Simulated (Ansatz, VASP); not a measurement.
Two plane-wave programs on SiC

```
CELL_PARAMETERS angstrom
2.36687 0.00000 0.00000
0.00000 2.36687 0.00000
0.00000 0.00000 2.36687
ATOMIC_POSITIONS crystal
Si 0.00000 0.00000 0.00000
C 0.50000 0.50000 0.50000
```

Change from the starting cell: volume scaled by 0.72, PAW files.

Alike in both runs: task single point; functional PBE; k mesh 14 × 14 × 14; occupations fermi-dirac, width 0.08 eV; no spin polarisation.

```csv
,VASP,Ansatz
version,VASP 6.6.1,Ansatz 0.2.0
potentials or method,"VASP PAW PBE potentials, release 64 (Si, C)","PAW with Ansatz's default frozen-core files, scalar-relativistic"
plane-wave cutoff (eV),600,420
valence electrons in the cell,8,8
```

Ansatz gave:

- pressure (GPa): 116.2

**Question.** Estimate VASP's values.

**Answer.** Pressure (GPa): 116.0.

Both programs put the cell under a high pressure, so it lies far from rest at this level.

Noted on VASP's run: the cell as given lies far from equilibrium.
